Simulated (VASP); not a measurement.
Write the native input for VASP 6.6.1 that does the following.

- Task: relaxation of cell and atoms
- Functional: PBEsol
- Potentials or basis: VASP PAW PBE potentials, release 64 (In_d, Sb)
- Cutoff: 600 eV
- k mesh: 5 × 5 × 3
- Occupations: fermi-dirac, width 0.02 eV
- Spin: no spin polarisation
- Dipole correction: no
- Further INCAR settings: ALGO = Fast; EDIFF = 1e-06; IBRION = 2; EDIFFG = -0.02; NSW = 80; ISIF = 3

The structure of In2Sb lies in POSCAR:

```
In2Sb
1.0
    5.3799000000      0.0000000000      0.0000000000
   -2.6899500000      4.6591300000      0.0000000000
    0.0000000000      0.0000000000      6.7225500000
In Sb
4 2
Direct
    0.6666666667      0.3333333333      0.2500000000
    0.3333333333      0.6666666667      0.7500000000
    0.0000000000      0.0000000000      0.5000000000
    0.0000000000      0.0000000000      0.0000000000
    0.6666666667      0.3333333333      0.7500000000
    0.3333333333      0.6666666667      0.2500000000
```

The input as run:

INCAR

```
SYSTEM = In2Sb
PREC = Accurate
ENCUT = 600
EDIFF = 1E-6
ISMEAR = -1
SIGMA = 0.02
LREAL = .False.
LASPH = .True.
NELM = 100
ALGO = Fast
ISIF = 3
LWAVE = .False.
LCHARG = .False.
GGA = PS
IBRION = 2
NSW = 80
EDIFFG = -0.02
```

KPOINTS

```
Automatic mesh
0
Gamma
  5 5 3
  0 0 0
```

Potentials or basis: VASP PAW PBE potentials, release 64 (In_d, Sb).

Launch:

```console
$ cat potpaw_PBE.64/In_d/POTCAR potpaw_PBE.64/Sb/POTCAR > POTCAR
$ mpirun -np 1 vasp_std > vasp.out
```

It gave:

```
Relaxed volume                        : 26.28 Å³/atom
Relaxed cell                          : a = 5.328 Å, b = 5.328 Å, c = 6.413 Å, α = 90.00°, β = 90.00°, γ = 120.00°
Space group after relaxing (to 0.1 Å) : P6_3/mmc (No. 194)
Energy gained by relaxing             : 20.3 meV/atom
Ionic steps                           : 7
Pressure after relaxing               : -0.1 GPa
Band gap on the k mesh                : zero (bands 31 and 32 overlap by 1.35 eV)
```

Caveat: the PAW data sets were made with another functional, which shifts forces and pressure a little; spin-orbit coupling is left out, which moves the levels of the heavy elements.

Run time: 5.7 min on 1 thread of AMD EPYC 9R45 (Zen 5) (shared host), peak memory 0.35 GiB.
